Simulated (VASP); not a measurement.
ZrTa2C2:

```xyz
5
Lattice="4.0786 0.0000 0.0000 0.0000 4.0786 0.0000 0.0000 0.0000 5.5542" Properties=species:S:1:pos:R:3 pbc="T T T"
Zr    0.0000    0.0000    1.2825
Ta    2.0393    0.0000    4.5783
Ta    0.0000    2.0393    4.5783
C     0.0000    0.0000    4.6562
C     0.0000    0.0000    3.4213
```

- Program: VASP 6.6.1
- Task: relaxation of cell and atoms
- Functional: PBE
- Potentials or basis: VASP PAW PBE potentials, release 64 (Zr_sv, Ta_pv, C)
- Cutoff: 600 eV
- k mesh: 4 × 4 × 4
- Occupations: gaussian, width 0.1 eV
- Spin: no spin polarisation

At the start: pressure 18.5 GPa; volume 18.48 Å³/atom.

How do energy, volume and symmetry change on relaxing?

Over 20 steps the energy falls by 342.7 meV/atom and the volume is 19.37 Å³/atom (+4.8 %); space group P4/mmm (No. 123, to 0.05 Å).

The path:
```
step  energy change (eV)  largest force (eV/Å)  pressure (GPa)  volume (Å³)
   1              0.0000               10.9188           18.51        92.39
   2              3.5664                5.1522          -15.13       123.81
   3              1.3037                5.1570          -11.13       111.80
   4              0.1947                5.8437           -7.06       105.59
   5             -0.8027                4.7829            0.76        98.85
   6             -0.9496                2.3356            6.86        95.59
   7             -0.9532                2.9065            5.66        96.14
   8             -1.1003                0.6532           -8.87       106.48
   9             -1.1970                1.3810           -4.00       102.30
  10             -1.3294                2.6004            0.19        99.37
  11             -1.3310                2.3169           -0.26        99.64
  12             -1.4523                1.4819            0.94        98.06
  13             -1.5703                1.3834            5.22        94.09
  14             -1.6606                1.0693            2.40        95.24
  15             -1.6778                1.4077            0.80        96.01
  16             -1.7114                0.1923            0.37        96.58
  17             -1.7117                0.1575            0.34        96.64
  18             -1.7131                0.0710           -0.06        96.89
  19             -1.7131                0.0477           -0.16        96.95
  20             -1.7133                0.0361           -0.03        96.87
```

Final structure:
```cif
data_structure
_symmetry_space_group_name_H-M 'P 1'
_symmetry_Int_Tables_number 1
_cell_length_a 4.1360
_cell_length_b 4.1360
_cell_length_c 5.6626
_cell_angle_alpha 90.000
_cell_angle_beta 90.000
_cell_angle_gamma 90.000
_cell_volume 96.87
loop_
_atom_site_label
_atom_site_type_symbol
_atom_site_fract_x
_atom_site_fract_y
_atom_site_fract_z
_atom_site_occupancy
Zr1 Zr 0.00000 0.00000 0.26574 1
Ta1 Ta 0.50000 0.00000 0.76808 1
Ta2 Ta 0.00000 0.50000 0.76808 1
C1 C 0.00000 0.00000 0.89494 1
C2 C 0.00000 0.00000 0.63694 1
```

Caveat: the k points lie up to 0.38 Å⁻¹ apart in the final cell.
